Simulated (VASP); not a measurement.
Set up this calculation in VASP 6.6.1, as the native input.

```
Task                   : single point
Functional             : PBE
Potentials or basis    : VASP PAW PBE potentials, release 64 (Ti_sv)
Cutoff                 : 520 eV
k mesh                 : 18 × 18 × 18
Occupations            : gaussian, width 0.1 eV
Spin                   : no spin polarisation
Dipole correction      : no
Further INCAR settings : ALGO = Normal; EDIFF = 1e-06; NBANDS = 12
```

The structure of Ti lies in POSCAR:

```
Ti
1.0
    0.0000000000      2.0876114000      2.0876114000
    2.0876114000      0.0000000000      2.0876114000
    2.0876114000      2.0876114000      0.0000000000
Ti
1
Direct
    0.0000000000      0.0000000000      0.0000000000
```

This cell differs from its parent crystal: strained.

One way to write it, as run:

INCAR

```
PREC = Accurate
ENCUT = 520
EDIFF = 1E-6
ISMEAR = 0
SIGMA = 0.1
LREAL = False
LASPH = True
NELM = 80
ALGO = Normal
ISIF = 2
LWAVE = False
LCHARG = False
GGA = PE
NBANDS = 12
```

KPOINTS

```
regular mesh
0
Gamma
  18 18 18
```

Potentials or basis: VASP PAW PBE potentials, release 64 (Ti_sv).

Launch:

```sh
$ cat potpaw_PBE.64/Ti_sv/POTCAR > POTCAR
$ mpirun -np 1 vasp_std > vasp.out
```

Results of the run:

```yaml
Pressure: -4.7 GPa
Band_gap_on_the_k_mesh: zero (band 6 reaches 8.58 eV, above the bottom of band 7 at 7.32 eV)
```

Caveat: the cell differs from its parent crystal (strained).

Run time: 40 s on 1 thread of AMD EPYC 7R43 64-Core Processor (Zen 3), on a shared host, peak memory 0.13 GiB.
